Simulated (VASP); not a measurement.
# BN (CsCl type) (Pm-3m) in VASP: notebook

BN (CsCl type) is run at these levels: PBE; tasks: single point.

All numbers are computed with VASP 6.6.1; they aren't measurements. Logs are shortened: lines on timing, memory, paths and dates and some standing lists are left out, and cuts for length are marked.

### 1 The cell of the first run

It takes space group Pm-3m (No. 221, cubic). Conventional cell: a = 1.901 Å, b = 1.901 Å, c = 1.901 Å, α = 90.00°, β = 90.00°, γ = 90.00°. Within 2.2 Å of B (site symmetry m-3m) lie 8 N at 1.65 Å and 6 B at 1.90 Å. Within 2.2 Å of N (site symmetry m-3m) lie 8 B at 1.65 Å and 6 N at 1.90 Å.

### 2 Single point, PBE (volume scaled by 0.55)

The input, INCAR:

```
SYSTEM = BN
ALGO     = Normal         ! electronic algorithm
EDIFF    = 1E-6           ! SCF threshold, eV
ENCUT    = 520            ! plane-wave cutoff, eV
GGA      = PE             ! functional
ISIF     = 2              ! what is computed and relaxed
ISMEAR   = -1             ! smearing method
LASPH    = .TRUE.         ! aspherical terms in the spheres
LCHARG   = .TRUE.         ! write CHGCAR
LELF     = .TRUE.         ! ELF
LREAL    = .FALSE.        ! projectors in reciprocal space
LVHAR    = .TRUE.       
LWAVE    = .FALSE.        ! write WAVECAR
NBANDS   = 11             ! bands
NELM     = 80             ! most SCF steps
PREC     = Accurate       ! precision mode
SIGMA    = 0.05           ! smearing width, eV
```

The input, KPOINTS:

```
k-points
0
G
  14 14 14
  0 0 0
```

The input, POSCAR:

```
BN
1.0
    1.9011231338      0.0000000000      0.0000000000
    0.0000000000      1.9011231338      0.0000000000
    0.0000000000      0.0000000000      1.9011231338
B N
1 1
Direct
    0.0000000000      0.0000000000      0.0000000000
    0.5000000000      0.5000000000      0.5000000000
```

Potentials or basis: VASP PAW PBE potentials, release 64 (B, N).

The run is started by

```sh
$ cat potpaw_PBE.64/B/POTCAR potpaw_PBE.64/N/POTCAR > POTCAR
$ mpirun -np 1 vasp_std > vasp.out
```

OUTCAR:

```text
SYSTEM = BN
   EDIFF = 1E-6
   ENCUT = 520
   GGA = PE
   ISIF = 2
   ISMEAR = -1
   LASPH = .TRUE.
   LREAL = .FALSE.
   NELM = 80
   PREC = Accurate

 ion  position               nearest neighbor table
   1  0.000  0.000  0.000-   2 1.65   2 1.65   2 1.65   2 1.65   2 1.65   2 1.65   2 1.65   2 1.65

   2  0.500  0.500  0.500-   1 1.65   1 1.65   1 1.65   1 1.65   1 1.65   1 1.65   1 1.65   1 1.65

  LATTYP: Found a simple cubic cell.
 ALAT       =     1.9011231338

  Lattice vectors:

 A1 = (   1.9011231338,   0.0000000000,   0.0000000000)
 A2 = (   0.0000000000,   1.9011231338,   0.0000000000)
 A3 = (   0.0000000000,   0.0000000000,   1.9011231338)

Analysis of symmetry for initial positions (statically):
=====================================================================
 Subroutine PRICEL returns:
 Original cell was already a primitive cell.

 Routine SETGRP: Setting up the symmetry group for a
 simple cubic supercell.

 Subroutine GETGRP returns: Found 48 space group operations
 (whereof 48 operations were pure point group operations)
 out of a pool of 48 trial point group operations.

The static configuration has the point symmetry O_h .

Analysis of symmetry for dynamics (positions and initial velocities):
=====================================================================
 Subroutine PRICEL returns:
 Original cell was already a primitive cell.

 Routine SETGRP: Setting up the symmetry group for a
 simple cubic supercell.

 Subroutine GETGRP returns: Found 48 space group operations
 (whereof 48 operations were pure point group operations)
 out of a pool of 48 trial point group operations.

The dynamic configuration has the point symmetry O_h .

 Subroutine INISYM returns: Found 48 space group operations
 (whereof 48 operations are pure point group operations),
 and found     1 'primitive' translations

----------------------------------------------------------------------------------------

                                     Primitive cell

  volume of cell :       6.8712

  direct lattice vectors                    reciprocal lattice vectors
     1.901123134  0.000000000  0.000000000     0.526004856  0.000000000  0.000000000
     0.000000000  1.901123134  0.000000000     0.000000000  0.526004856  0.000000000
     0.000000000  0.000000000  1.901123134     0.000000000  0.000000000  0.526004856

  length of vectors
     1.901123134  1.901123134  1.901123134     0.526004856  0.526004856  0.526004856

  position of ions in fractional coordinates (direct lattice)
[... 8 lines left out ...]
----------------------------------------------------------------------------------------

 KPOINTS: k-points

Automatic generation of k-mesh.
 Grid dimensions read from file:
 generate k-points for:   14   14   14

 Generating k-lattice:

  Cartesian coordinates                     Fractional coordinates (reciprocal lattice)
     0.037571775  0.000000000  0.000000000     0.071428571  0.000000000  0.000000000
     0.000000000  0.037571775  0.000000000     0.000000000  0.071428571  0.000000000
     0.000000000  0.000000000  0.037571775     0.000000000  0.000000000  0.071428571

  Length of vectors
     0.037571775  0.037571775  0.037571775

  Shift w.r.t. Gamma in fractional coordinates (k-lattice)
     0.000000000  0.000000000  0.000000000

 Subroutine IBZKPT returns following result:
 ===========================================

 Found    120 irreducible k-points:

 Following reciprocal coordinates:
            Coordinates               Weight
  0.000000  0.000000  0.000000      1.000000
  0.071429  0.000000  0.000000      6.000000
  0.142857  0.000000  0.000000      6.000000
  0.214286  0.000000  0.000000      6.000000
  0.285714  0.000000  0.000000      6.000000
  0.357143  0.000000  0.000000      6.000000
[... 16 lines left out ...]
  0.285714  0.214286  0.000000     24.000000
  0.357143  0.214286  0.000000     24.000000
 [... further k-points ...]
   k-points           NKPTS =    120   k-points in BZ     NKDIM =    120   number of bands    NBANDS=     11
   number of dos      NEDOS =    301   number of ions     NIONS =      2
   total plane-waves  NPLWV =   2744
   dimension x,y,z NGX =    14 NGY =   14 NGZ =   14
   dimension x,y,z NGXF=    28 NGYF=   28 NGZF=   28
   ions per type =               1   1
   NGX,Y,Z   is equivalent  to a cutoff of  12.24, 12.24, 12.24 a.u.
   NGXF,Y,Z  is equivalent  to a cutoff of  24.48, 24.48, 24.48 a.u.
 SYSTEM =  BN
   PREC   = accura    normal or accurate (medium, high low for compatibility)
   ISTART =      0    job   : 0-new  1-cont  2-samecut
   ICHARG =      2    charge: 1-file 2-atom 10-const
   ISPIN  =      1    spin polarized calculation?
   LNONCOLLINEAR =      F non collinear calculations
   LSORBIT =      F    spin-orbit coupling
   LASPH  =      T    aspherical Exc in radial PAW
   ENCUT  =  520.0 eV  38.22 Ry    6.18 a.u.   3.53  3.53  3.53*2*pi/ulx,y,z
   NELM   =     80;   NELMIN=  2; NELMDL= -5     # of ELM steps
   EDIFF  = 0.1E-05   stopping-criterion for ELM
   LREAL  =      F    real-space projection
   EDIFFG = 0.1E-04   stopping-criterion for IOM
   NSW    =      0    number of steps for IOM
   IBRION =     -1    ionic relax: 0-MD 1-quasi-New 2-CG
   NFREE  =      0    steps in history (QN), initial steepest desc. (CG)
   ISIF   =      2    stress and relaxation
   ISYM   =      2    0-nonsym 1-usesym 2-fastsym
   POTIM  = 0.5000    time-step for ionic-motion
   TEBEG  =    0.0;   TEEND  =   0.0 temperature during run
   PSTRESS=    0.0 pullay stress
   NELECT =       8.0000    total number of electrons
   NUPDOWN=      -1.0000    fix difference up-down
   EMIN   =  10.00;   EMAX   =-10.00  energy-range for DOS
   EFERMI =   0.00;   METHOD = LEGACY
   ISMEAR =    -1;   SIGMA  =   0.05  broadening in eV -4-tet -1-fermi 0-gaus
   EFERMI_NEDOS =   21; number of points for ismear=-14 and -15
   IALGO  =     38    algorithm
   IMIX   =      4    mixing-type and parameters
     AMIX     =   0.40;   BMIX     =  1.00
     AMIX_MAG =   1.60;   BMIX_MAG =  1.00
  volume/ion in A,a.u.               =       3.44        23.18
  Fermi-wavevector in a.u.,A,eV,Ry     =   1.722244  3.254568 40.356554  2.966123
  Thomas-Fermi vector in A             =   2.798345
   LORBIT       =      0    0 simple, 1 ext, 2 COOP (PROOUT), +10 PAW based schemes
   GGA     = PE    functional components
   LHFCALC =     F    Hartree Fock is set to
   AEXX    =    0.0000 exact exchange contribution
   IVDW    =     0    specifies the selected vdW correction
   LEPSILON=     F    determine dielectric tensor
   LRPA    =     F    only Hartree local field effects (RPA)
 non-spin polarized calculation
  energy-cutoff  :      520.00
  volume of cell :        6.87
 maximum number of plane-waves:       195
   NGX =  7   NGY =  7   NGZ =  7

 number of electron       8.0000000 magnetization

 Free energy of the ion-electron system (eV)
  ---------------------------------------------------
  ext. energy  EPLUGINS =         0.00000000
  ---------------------------------------------------
  free energy    TOTEN  =        -4.88735120 eV

  energy without entropy =       -4.88282441  energy(sigma->0) =       -4.88508780

 E-fermi :  19.2282     XC(G=0): -16.2712

 val. band max:       19.2124468094   @ k =   0.3571   0.1429   0.0000
 cond. band min:      19.2510931520   @ k =   0.5000   0.0714   0.0714
 fundamental gap:      0.0386463426
 Fermi energy:        19.2281900712

 k-point     1 :       0.0000    0.0000    0.0000
  band No.  band energies     occupation
      1     -11.8199      2.00000
      2      15.2271      2.00000
      3      15.2271      2.00000
      4      15.2271      2.00000
      5      31.2848      0.00000
      6      31.7873      0.00000
      7      31.7873      0.00000
      8      38.2536      0.00000
      9      38.2536      0.00000
     10      38.2536      0.00000
     11      66.6345      0.00000

 k-point     2 :       0.0714    0.0000    0.0000
  band No.  band energies     occupation
      1     -11.6601      2.00000
      2      14.0672      2.00000
      3      15.3863      2.00000
      4      15.3863      2.00000
      5      31.2891      0.00000
      6      31.9991      0.00000
      7      33.0120      0.00000
      8      37.8908      0.00000
      9      37.8908      0.00000
     10      38.3818      0.00000
     11      65.4987      0.00000

 k-point     3 :       0.1429    0.0000    0.0000
  band No.  band energies     occupation
      1     -11.1830      2.00000
      2      11.3967      2.00000
      3      15.8572      2.00000
      4      15.8572      2.00000
      5      31.1667      0.00000
      6      32.6342      0.00000
      7      35.2055      0.00000
      8      36.8379      0.00000
      9      36.8379      0.00000
     10      39.6159      0.00000
     11      62.2457      0.00000

 k-point     4 :       0.2143    0.0000    0.0000
  band No.  band energies     occupation
      1     -10.3941      2.00000
      2       8.2578      2.00000
      3      16.6154      2.00000
      4      16.6154      2.00000
      5      30.9701      0.00000
      6      33.6931      0.00000
      7      35.2274      0.00000
      8      35.2274      0.00000
      9      35.8062      0.00000
     10      43.5402      0.00000
     11      57.3934      0.00000

 k-point     5 :       0.2857    0.0000    0.0000
  band No.  band energies     occupation
      1      -9.3107      2.00000
      2       5.1440      2.00000
      3      17.6082      2.00000
      4      17.6082      2.00000
      5      30.7399      0.00000
      6      33.2909      0.00000
      7      33.2909      0.00000
      8      35.1755      0.00000
      9      35.6300      0.00000
     10      48.9297      0.00000
     11      52.9551      0.00000
[... 211 lines left out ...]
 k-point    21 :       0.5000    0.1429    0.0000
  band No.  band energies     occupation
      1      -5.0446      2.00000
      2      -0.6980      2.00000
      3      16.7736      2.00000
      4      20.5268      0.00000
      5      25.1388      0.00000
      6      29.7710      0.00000
      7      31.4338      0.00000
      8      35.0762      0.00000
      9      44.6259      0.00000
     10      46.7919      0.00000
     11      60.1679      0.00000

 k-point    22 :       0.2143    0.2143    0.0000
  band No.  band energies     occupation
      1      -8.9574      2.00000
      2       8.1436      2.00000
      3      11.4179      2.00000
      4      17.9010      2.00000
      5      29.1027      0.00000
      6      32.3391      0.00000
      7      34.1365      0.00000
      8      35.3520      0.00000
      9      41.1580      0.00000
     10      47.4036      0.00000
     11      55.2857      0.00000

 k-point    23 :       0.2857    0.2143    0.0000
  band No.  band energies     occupation
      1      -7.8625      2.00000
      2       5.9711      2.00000
      3      11.5279      2.00000
      4      18.8000      1.99962
      5      26.8211      0.00000
      6      32.2842      0.00000
      7      33.1483      0.00000
      8      35.0809      0.00000
      9      43.0608      0.00000
     10      51.7460      0.00000
     11      54.2479      0.00000

 k-point    24 :       0.3571    0.2143    0.0000
  band No.  band energies     occupation
      1      -6.5084      2.00000
      2       3.3492      2.00000
      3      12.4494      2.00000
      4      19.7792      0.00003
      5      24.6129      0.00000
      6      31.9650      0.00000
      7      32.2124      0.00000
      8      34.8587      0.00000
      9      44.6106      0.00000
     10      52.8845      0.00000
     11      54.9150      0.00000

 [... further k-points ...]

------------------------ aborting loop because EDIFF is reached ----------------------------------------

  FORCE on cell =-STRESS in cart. coord.  units (eV):
  Direction    XX          YY          ZZ          XY          YZ          ZX
  --------------------------------------------------------------------------------------
  -------------------------------------------------------------------------------------
  Total       20.3200679     20.3200679     20.3200679     -0.0000000     -0.0000000      0.0000000
  in kB     4738.1084538   4738.1084538   4738.1084538     -0.0000000     -0.0000000      0.0000000
  external PRESSURE =    4738.1084538 kB  Pullay stress =       0.0000000 kB

 VOLUME and BASIS-vectors are now :
 -----------------------------------------------------------------------------
  energy-cutoff  :      520.00
  volume of cell :        6.87
      direct lattice vectors                 reciprocal lattice vectors
     1.901123134  0.000000000  0.000000000     0.526004856  0.000000000  0.000000000
     0.000000000  1.901123134  0.000000000     0.000000000  0.526004856  0.000000000
     0.000000000  0.000000000  1.901123134     0.000000000  0.000000000  0.526004856

 POSITION                                       TOTAL-FORCE (eV/Angst)
 -----------------------------------------------------------------------------------
      0.00000      0.00000      0.00000         0.000000      0.000000      0.000000
      0.95056      0.95056      0.95056         0.000000      0.000000      0.000000
 -----------------------------------------------------------------------------------
    total drift:                                0.000000     -0.000000      0.000000

  FREE ENERGIE OF THE ION-ELECTRON SYSTEM (eV)
  ---------------------------------------------------
  free  energy   TOTEN  =        -4.8873511999 eV

  energy  without entropy=       -4.8828244083  energy(sigma->0) =       -4.88508780
```

It took 6.1 s on 1 thread of AMD EPYC 7R43 (Zen 3), shared host; peak memory 0.07 GiB.

What came out:

```
Free energy            : -4.8874 eV
Pressure               : 473.8 GPa
Band gap on the k mesh : zero (band 4 reaches 20.96 eV, above the bottom of band 5 at 14.74 eV)
```

### 3 Single point, PBE (volume scaled by 0.64)

The input, INCAR:

```
SYSTEM = BN
ALGO     = Normal         ! electronic algorithm
EDIFF    = 1E-7           ! SCF threshold, eV
ENCUT    = 520            ! plane-wave cutoff, eV
GGA      = PE             ! functional
ISIF     = 2              ! what is computed and relaxed
ISMEAR   = -1             ! smearing method
LASPH    = .TRUE.         ! aspherical terms in the spheres
LCHARG   = .FALSE.        ! write CHGCAR
LREAL    = .FALSE.        ! projectors in reciprocal space
LWAVE    = .FALSE.        ! write WAVECAR
NBANDS   = 11             ! bands
NELM     = 60             ! most SCF steps
PREC     = Accurate       ! precision mode
SIGMA    = 0.05           ! smearing width, eV
```

KPOINTS is that of step 2.

The input, POSCAR:

```
BN
1.0
    1.9996286079      0.0000000000      0.0000000000
    0.0000000000      1.9996286079      0.0000000000
    0.0000000000      0.0000000000      1.9996286079
B N
1 1
Direct
    0.0000000000      0.0000000000      0.0000000000
    0.5000000000      0.5000000000      0.5000000000
```

Potentials or basis: VASP PAW PBE potentials, release 64 (B, N).

The run is started by

```sh
$ cat potpaw_PBE.64/B/POTCAR potpaw_PBE.64/N/POTCAR > POTCAR
$ mpirun -np 1 vasp_std > vasp.out
```

Run time: 7 s. Hardware: 1 thread of AMD EPYC 7R43 (Zen 3), shared host; peak memory 0.07 GiB.

It converged, with:

| Property | Result |
| --- | --- |
| Free energy | -7.4240 eV |
| Pressure | 266.8 GPa |
| Band gap on the k mesh | zero (band 4 reaches 17.74 eV, above the bottom of band 5 at 12.61 eV) |

Levels at points of the mesh, in eV from the Fermi level:
```csv
k point,band 1,band 2,band 3,band 4,band 5,band 6,band 7,band 8
"(0.00, 0.00, 0.00)",-28.17,-3.46,-3.46,-3.46,8.62,12.45,12.45,16.56
"(0.50, 0.00, 0.00)",-22.69,-18.18,0.78,0.78,8.85,9.03,9.03,13.17
"(0.50, 0.50, 0.00)",-15.46,-14.71,-14.71,-3.99,2.70,12.44,12.44,12.73
"(0.50, 0.50, 0.50)",-9.97,-8.15,-8.15,-8.15,-3.58,-3.58,-3.58,8.29
```

### 4 Single point, PBE (volume scaled by 0.72)

The input, INCAR:

```
SYSTEM = BN
  PREC = Accurate
  ENCUT = 520
  EDIFF = 1E-6
  ISMEAR = -1
  SIGMA = 0.05
  LREAL = .False.
  LASPH = .True.
  NELM = 60
  ALGO = Normal
  ISIF = 2
  LWAVE = .False.
  LCHARG = .False.
  GGA = PE
  NBANDS = 11
```

The input, KPOINTS:

```
Automatic mesh
0
Gamma
  14 14 14
  0 0 0
```

The input, POSCAR:

```
BN
1.0
    2.0796975597      0.0000000000      0.0000000000
    0.0000000000      2.0796975597      0.0000000000
    0.0000000000      0.0000000000      2.0796975597
B N
1 1
Direct
    0.0000000000      0.0000000000      0.0000000000
    0.5000000000      0.5000000000      0.5000000000
```

The run is started by

```sh
$ cat potpaw_PBE.64/B/POTCAR potpaw_PBE.64/N/POTCAR > POTCAR
$ mpirun -np 1 vasp_std > vasp.out
```

Wall time 7.2 s (1 thread of AMD EPYC 7R43 (Zen 3), shared host); peak memory 0.08 GiB.

Results (log left out):

```yaml
Free_energy: -8.7193 eV
Pressure: 155.8 GPa
Band_gap_on_the_k_mesh: zero (band 4 reaches 15.42 eV, above the bottom of band 5 at 11.02 eV)
```

Levels at points of the mesh, in eV from the Fermi level:
| k point | band 2 | band 3 | band 4 | band 5 | band 6 | band 7 |
| --- | --- | --- | --- | --- | --- | --- |
| (0.00, 0.00, 0.00) | -3.03 | -3.03 | -3.03 | 6.38 | 12.41 | 12.41 |
| (0.50, 0.00, 0.00) | -16.52 | 0.72 | 0.72 | 7.40 | 8.45 | 8.45 |
| (0.50, 0.50, 0.00) | -13.10 | -13.10 | -3.83 | 2.37 | 11.28 | 11.28 |
| (0.50, 0.50, 0.50) | -7.14 | -7.14 | -7.14 | -2.88 | -2.88 | -2.88 |

### 5 The runs side by side

| cell | gap on the mesh (eV) | pressure (GPa) |
| --- | --- | --- |
| a = 1.901 Å, 2 atoms | none | 473.8 |
| a = 2.000 Å, 2 atoms | none | 266.8 |
| a = 2.080 Å, 2 atoms | none | 155.8 |

Alike in all rows: task single point; level PBE; potentials or basis VASP PAW PBE potentials, release 64 (B, N); no spin polarisation; k mesh 14 × 14 × 14; cutoff (eV) 520; smearing fermi-dirac 0.05 eV.

Absolute energies hang on the potentials; compare differences alone.
